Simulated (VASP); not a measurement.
Crystal: AlN.

```
Al N
1.0
    -0.01526    2.02380    2.02380
     2.02380   -0.01526    2.02380
     2.02380    2.02380   -0.01526
Al N
1 1
Direct
  0.00000 0.00000 0.00000
  0.50000 0.50000 0.50000
```

This cell differs from its parent crystal: epitaxial 111 strain +1.0%.

Base run:

```yaml
Program: VASP 6.6.1
Functional: r2SCAN
Potentials_or_basis: VASP PAW PBE potentials, release 64 (Al, N)
Cutoff: 520 eV
k_mesh: 10 × 10 × 10
Occupations: gaussian, width 0.01 eV
Spin: no spin polarisation
```

Its results: band gap on the k mesh 5.21 eV, indirect (least direct gap 6.19 eV); pressure -5.7 GPa.

Q: The run is repeated on the same cell with these changes: functional from r2SCAN to PBE; occupations from gaussian, width 0.01 eV to fermi-dirac, width 0.02 eV. What comes out?

A: Band gap on the k mesh 4.35 eV, indirect (least direct gap 5.36 eV); pressure 1.2 GPa.

Caveats: the PAW data sets were made with another functional, which shifts forces and pressure a little (some runs).

A k mesh can miss the band edges.
